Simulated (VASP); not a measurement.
# Si16O (a cell with a defect) in VASP: notebook

The runs below take Si16O (a cell with a defect) through single point, with r2SCAN+D3(BJ).

Program: VASP 6.6.1. These are calculated values, not measurements. Logs are shortened: lines on timing, memory, paths and dates and some standing lists are left out, and cuts for length are marked.

## 1. The cell of the first run

The cell holds a defect, 17 atoms: a = 7.679 Å, b = 7.679 Å, c = 7.679 Å, α = 60.00°, β = 60.00°, γ = 60.00°.

## 2. Single point, r2SCAN+D3(BJ), collinear spin, zero start

POSCAR

```
Si16O
1.0
    0.0000000000      5.4300000000      5.4300000000
    5.4300000000      0.0000000000      5.4300000000
    5.4300000000      5.4300000000      0.0000000000
Si O
16 1
Direct
   -0.0044011050      0.0067918969     -0.0019677716
    0.1207867403      0.1306467772      0.1201707182
    0.0508820442     -0.0167674954      0.4848603131
    0.1255374770      0.1340183241      0.6270720994
    0.0043884899      0.5029719153      0.0059625230
    0.1313515654      0.6316184162      0.1245611418
   -0.0017538674      0.4968514733      0.4957676796
    0.1040423573      0.6045226519      0.6424014733
    0.4973023020     -0.0032838858      0.0035531308
    0.6205043278      0.1203551565      0.1314354512
    0.5032910681      0.0030511050      0.5057905157
    0.6292290976      0.1282848987      0.6333725599
    0.5066183241      0.4952418969     -0.0019951197
    0.6317968692      0.6204200737      0.1189136280
    0.4849767956      0.5504629834      0.4839657459
    0.6347870166      0.6252376611      0.6267490792
    0.3062543278      0.8089220994      0.4685303867
```

INCAR.step1

```
SYSTEM = Si16O
PREC = Accurate
ENCUT = 520
ISMEAR = 0
SIGMA = 0.05
LREAL = Auto
LASPH = .True.
NELM = 150
ISPIN = 2
MAGMOM = 0 0 0 0 0 0 0 0 0 0 0 0 0 0 0 0 0
NBANDS = 53
GGA = PE
ALGO = Normal
EDIFF = 1E-4
LWAVE = .True.
LCHARG = .False.
```

INCAR.step2

```
SYSTEM = Si16O
PREC = Accurate
ENCUT = 520
EDIFF = 1E-7
ISMEAR = 0
SIGMA = 0.05
LREAL = Auto
LASPH = .True.
NELM = 150
ALGO = Normal
ISIF = 2
LWAVE = .False.
LCHARG = .False.
ISPIN = 2
MAGMOM = 0 0 0 0 0 0 0 0 0 0 0 0 0 0 0 0 0
LORBIT = 11
METAGGA = R2SCAN
LMIXTAU = .True.
IVDW = 12
VDW_S6 = 1.0
VDW_S8 = 0.78981345
VDW_A1 = 0.49484001
VDW_A2 = 5.73083694
NBANDS = 53
ISTART = 1
```

KPOINTS

```
Automatic mesh
0
Gamma
  2 2 2
  0 0 0
```

Potentials or basis: VASP PAW PBE potentials, release 64 (Si, O).

Run with:

```console
cat potpaw_PBE.64/Si/POTCAR potpaw_PBE.64/O/POTCAR > POTCAR
cp INCAR.step1 INCAR
mpirun -np 1 vasp_std > vasp.out
cp INCAR.step2 INCAR
mpirun -np 1 vasp_std > vasp.out
```

OUTCAR:

```text
SYSTEM = Si16O
   PREC = Accurate
   ENCUT = 520
   EDIFF = 1E-7
   ISMEAR = 0
   LREAL = Auto
   LASPH = .True.
   NELM = 150
   ISIF = 2
   ISPIN = 2
   LORBIT = 11
   METAGGA = R2SCAN
   IVDW = 12
   ISTART = 1
 IVDW          = 12

 ion  position               nearest neighbor table
   1  0.996  0.007  0.998-   4 2.33   2 2.33  10 2.35   6 2.35
   2  0.121  0.131  0.120-   3 2.31   1 2.33   5 2.34   9 2.36
   3  0.051  0.983  0.485-  17 1.72   2 2.31   4 2.33   8 2.42  12 2.65
   4  0.126  0.134  0.627-   7 2.28   1 2.33   3 2.33  11 2.37
   5  0.004  0.503  0.006-   8 2.30   2 2.34  14 2.34   6 2.35
   6  0.131  0.632  0.125-   7 2.33   5 2.35   1 2.35  13 2.35
   7  0.998  0.497  0.496-   8 2.26   4 2.28  16 2.28   6 2.33
   8  0.104  0.605  0.642-  17 2.22   7 2.26   5 2.30   3 2.42  15 2.44
   9  0.497  0.997  0.004-  12 2.32  10 2.35  14 2.36   2 2.36
  10  0.621  0.120  0.131-  11 2.35   9 2.35  13 2.35   1 2.35
  11  0.503  0.003  0.506-  10 2.35   4 2.37  16 2.37  12 2.37
  12  0.629  0.128  0.633-   9 2.32  11 2.37   3 2.65  15 2.65
  13  0.507  0.495  0.998-  14 2.33  16 2.33  10 2.35   6 2.35
  14  0.632  0.620  0.119-  15 2.31  13 2.33   5 2.34   9 2.36
  15  0.485  0.550  0.484-  17 1.74  14 2.31  16 2.33   8 2.44  12 2.65
  16  0.635  0.625  0.627-   7 2.28  15 2.33  13 2.33  11 2.37
  17  0.306  0.809  0.469-   3 1.72  15 1.74   8 2.22

  LATTYP: Found a face centered cubic cell.
 ALAT       =    10.8600000000

  Lattice vectors:

 A1 = (   0.0000000000,   5.4300000000,   5.4300000000)
 A2 = (   5.4300000000,   0.0000000000,   5.4300000000)
 A3 = (   5.4300000000,   5.4300000000,   0.0000000000)

Analysis of symmetry for initial positions (statically):
=====================================================================
 Subroutine PRICEL returns:
 Original cell was already a primitive cell.

 Routine SETGRP: Setting up the symmetry group for a
 face centered cubic supercell.

 Subroutine GETGRP returns: Found  1 space group operations
 (whereof  1 operations were pure point group operations)
 out of a pool of 48 trial point group operations.

The static configuration has the point symmetry C_1 .

Analysis of symmetry for dynamics (positions and initial velocities):
=====================================================================
 Subroutine PRICEL returns:
 Original cell was already a primitive cell.

 Routine SETGRP: Setting up the symmetry group for a
 face centered cubic supercell.

 Subroutine GETGRP returns: Found  1 space group operations
 (whereof  1 operations were pure point group operations)
 out of a pool of 48 trial point group operations.

The dynamic configuration has the point symmetry C_1 .

Analysis of structural, dynamic, and magnetic symmetry:
=====================================================================
 Subroutine PRICEL returns:
 Original cell was already a primitive cell.

 Routine SETGRP: Setting up the symmetry group for a
 face centered cubic supercell.

 Subroutine GETGRP returns: Found  1 space group operations
 (whereof  1 operations were pure point group operations)
 out of a pool of 48 trial point group operations.

The overall configuration has the point symmetry C_1 .

 Subroutine INISYM returns: Found  1 space group operations
 (whereof  1 operations are pure point group operations),
 and found     1 'primitive' translations

----------------------------------------------------------------------------------------

                                     Primitive cell

  volume of cell :     320.2060

  direct lattice vectors                    reciprocal lattice vectors
     0.000000000  5.430000000  5.430000000    -0.092081031  0.092081031  0.092081031
     5.430000000  0.000000000  5.430000000     0.092081031 -0.092081031  0.092081031
     5.430000000  5.430000000  0.000000000     0.092081031  0.092081031 -0.092081031

  length of vectors
     7.679179644  7.679179644  7.679179644     0.159489025  0.159489025  0.159489025

  position of ions in fractional coordinates (direct lattice)
     0.995598895  0.006791897  0.998032228
     0.120786740  0.130646777  0.120170718
     0.050882044  0.983232505  0.484860313
     0.125537477  0.134018324  0.627072099
     0.004388490  0.502971915  0.005962523
     0.131351565  0.631618416  0.124561142
[... 9 lines left out ...]
     0.634787017  0.625237661  0.626749079
     0.306254328  0.808922099  0.468530387

  ion indices of the primitive-cell ions
   primitive index   ion index
                 1           1
[... 62 lines left out ...]
   PREC   = accura    normal or accurate (medium, high low for compatibility)
   ISTART =      1    job   : 0-new  1-cont  2-samecut
   ICHARG =      0    charge: 1-file 2-atom 10-const
   ISPIN  =      2    spin polarized calculation?
   LNONCOLLINEAR =      F non collinear calculations
   LSORBIT =      F    spin-orbit coupling
   LASPH  =      T    aspherical Exc in radial PAW
   ENCUT  =  520.0 eV  38.22 Ry    6.18 a.u.  14.28 14.28 14.28*2*pi/ulx,y,z
   NELM   =    150;   NELMIN=  2; NELMDL=  0     # of ELM steps
   EDIFF  = 0.1E-06   stopping-criterion for ELM
   LREAL  =      T    real-space projection
   EDIFFG = 0.1E-05   stopping-criterion for IOM
   NSW    =      0    number of steps for IOM
   IBRION =     -1    ionic relax: 0-MD 1-quasi-New 2-CG
   NFREE  =      0    steps in history (QN), initial steepest desc. (CG)
   ISIF   =      2    stress and relaxation
   ISYM   =      2    0-nonsym 1-usesym 2-fastsym
   POTIM  = 0.5000    time-step for ionic-motion
   TEBEG  =    0.0;   TEEND  =   0.0 temperature during run
   PSTRESS=    0.0 pullay stress
   NELECT =      70.0000    total number of electrons
   NUPDOWN=      -1.0000    fix difference up-down
   EMIN   =  10.00;   EMAX   =-10.00  energy-range for DOS
   EFERMI =   0.00;   METHOD = LEGACY
   ISMEAR =     0;   SIGMA  =   0.05  broadening in eV -4-tet -1-fermi 0-gaus
   EFERMI_NEDOS =   21; number of points for ismear=-14 and -15
   IALGO  =     38    algorithm
   IMIX   =      4    mixing-type and parameters
     AMIX     =   0.40;   BMIX     =  1.00
     AMIX_MAG =   1.60;   BMIX_MAG =  1.00
  volume/ion in A,a.u.               =      18.84       127.11
  Fermi-wavevector in a.u.,A,eV,Ry     =   0.986199  1.863645 13.232857  0.972588
  Thomas-Fermi vector in A             =   2.117562
   LORBIT       =     11    0 simple, 1 ext, 2 COOP (PROOUT), +10 PAW based schemes
   METAGGA = R2SCAN    functional components
   LHFCALC =     F    Hartree Fock is set to
   AEXX    =    0.0000 exact exchange contribution
   IVDW    =    12    specifies the selected vdW correction
   LEPSILON=     F    determine dielectric tensor
   LRPA    =     F    only Hartree local field effects (RPA)
 spin polarized calculation
 Gauss-broadening in eV      SIGMA  =   0.05
  energy-cutoff  :      520.00
  volume of cell :      320.21
 maximum number of plane-waves:      8646
 NGX is ok and might be reduce to    60
   NGX = 29   NGY = 29   NGZ = 29

 number of electron      69.9999998 magnetization       0.0000046

 Free energy of the ion-electron system (eV)
  ---------------------------------------------------
  ext. energy  EPLUGINS =         0.00000000
  ---------------------------------------------------
  free energy    TOTEN  =      -144.87254218 eV

  energy without entropy =     -144.86787125  energy(sigma->0) =     -144.87020671

 E-fermi :   6.4802     XC(G=0):  -9.9899

 val. band max:        6.4463944221   @ k =   0.0000   0.0000   0.0000
 cond. band min:       6.5155916319   @ k =   0.0000   0.0000   0.0000
 fundamental gap:      0.0691972098
 Fermi energy:         6.4801650202

 spin component 1

 k-point     1 :       0.0000    0.0000    0.0000
  band No.  band energies     occupation
      1     -15.9814      1.00000
      2      -6.4201      1.00000
      3      -5.1928      1.00000
      4      -4.4458      1.00000
      5      -4.3456      1.00000
      6      -3.6979      1.00000
[... 389 lines left out ...]
     46      10.5190      0.00000
     47      10.6414      0.00000
 Fermi energy:         6.4801650202

 spin component 2

 k-point     1 :       0.0000    0.0000    0.0000
  band No.  band energies     occupation
      1     -15.9814      1.00000
      2      -6.4201      1.00000
      3      -5.1928      1.00000
      4      -4.4458      1.00000
      5      -4.3456      1.00000
      6      -3.6978      1.00000
[... 389 lines left out ...]
     46      10.5190      0.00000
     47      10.6414      0.00000
 [bands above 47 left out]

------------------------ aborting loop because EDIFF is reached ----------------------------------------

 Edisp (eV)   -2.47133

 E8    (eV) :    -0.7782

  FORCE on cell =-STRESS in cart. coord.  units (eV):
  Direction    XX          YY          ZZ          XY          YZ          ZX
  --------------------------------------------------------------------------------------
  -------------------------------------------------------------------------------------
  Total       4.25514     4.34666     6.16900     2.64912     0.22140     0.32808
  in kB      21.29097    21.74888    30.86709    13.25508     1.10779     1.64160
  external pressure =       24.64 kB  Pullay stress =        0.00 kB

 VOLUME and BASIS-vectors are now :
 -----------------------------------------------------------------------------
  energy-cutoff  :      520.00
  volume of cell :      320.21
      direct lattice vectors                 reciprocal lattice vectors
     0.000000000  5.430000000  5.430000000    -0.092081031  0.092081031  0.092081031
     5.430000000  0.000000000  5.430000000     0.092081031 -0.092081031  0.092081031
     5.430000000  5.430000000  0.000000000     0.092081031  0.092081031 -0.092081031

 POSITION                                       TOTAL-FORCE (eV/Angst)
 -----------------------------------------------------------------------------------
      5.45620     10.82542      5.44298         0.131851     -0.013079     -0.110107
      1.36194      1.30840      1.36528         0.006128     -0.033928      0.235328
      7.97174      2.90908      5.61524         0.711884     -0.726910     -0.445143
      4.13272      4.08667      1.40939        -0.102775      0.156775     -0.079964
      2.76351      0.05621      2.75497        -0.084833     -0.084191     -0.309354
      4.10605      1.38961      4.14293        -0.229009     -0.221296      0.147342
[... 9 lines left out ...]
      6.79829      6.85014      6.84193         0.176851     -0.120138     -0.073987
      6.93657      4.20708      6.05541        -0.155176      0.391908     -0.089380
 -----------------------------------------------------------------------------------
    total drift:                               -0.001573      0.002003     -0.001947

  FREE ENERGIE OF THE ION-ELECTRON SYSTEM (eV)
  ---------------------------------------------------
  free  energy   TOTEN  =      -147.3438765311 eV

  energy  without entropy=     -147.3392056022  energy(sigma->0) =     -147.34154107

 total charge

# of ion       s       p       d       tot
------------------------------------------
    1        0.735   0.987   0.000   1.722
    2        0.744   0.990   0.000   1.734
    3        0.722   0.928   0.000   1.650
    4        0.752   0.988   0.000   1.740
    5        0.738   0.990   0.000   1.729
    6        0.737   0.978   0.000   1.715
[... 9 lines left out ...]
   16        0.751   0.988   0.000   1.739
   17        1.596   3.556   0.000   5.152
--------------------------------------------------
tot         13.503  18.991   0.000  32.494

 magnetization (x)

# of ion       s       p       d       tot
------------------------------------------
    1       -0.000   0.000   0.000  -0.000
    2       -0.000  -0.000   0.000  -0.000
    3       -0.000   0.000   0.000   0.000
    4       -0.000  -0.000   0.000  -0.000
    5        0.000   0.000   0.000   0.000
    6        0.000   0.000   0.000   0.000
[... 9 lines left out ...]
   16       -0.000   0.000   0.000   0.000
   17        0.000   0.000   0.000   0.000
--------------------------------------------------
tot          0.000   0.000   0.000   0.000
```

Wall time 29 min (1 thread of Intel Xeon 8259CL, shared host); peak memory 0.86 GiB.

Results:

| Property | Result |
| --- | --- |
| Free energy | -147.3439 eV |
| Pressure | 2.5 GPa |
| Largest force | 1.111 eV/Å |
| Band gap on the k mesh | 0.07 eV |
| Net moment | 0.00 μB per cell |
| Valence electrons inside the program's atomic spheres | Si 1.72, 1.73, 1.65, 1.74, 1.77, 1.67, 1.71, 1.70, 1.64 (each value once); O 5.15 |
| Dispersion energy per atom | -0.145 eV |

Forces on the atoms (eV/Å):
```
Si   0.132 -0.013 -0.110
Si   0.006 -0.034  0.235
Si   0.712 -0.727 -0.445
Si  -0.103  0.157 -0.080
Si  -0.085 -0.084 -0.309
Si  -0.229 -0.221  0.147
Si  -0.042 -0.060  0.206
Si   0.211  0.250  0.174
Si  -0.055 -0.052  0.118
Si   0.026  0.031  0.074
Si   0.164  0.183  0.146
Si  -0.291 -0.323  0.309
Si  -0.016  0.122 -0.101
Si   0.022  0.010  0.209
Si  -0.474  0.490 -0.409
Si   0.177 -0.120 -0.074
O   -0.155  0.392 -0.089
```

Caveat: the k points lie up to 0.50 Å⁻¹ apart; the PAW data sets were made with another functional, which shifts forces and pressure a little.

(Continued in part 2 of 2.)

The gap in the log of VASP goes by the Fermi energy; the results here count the filled bands.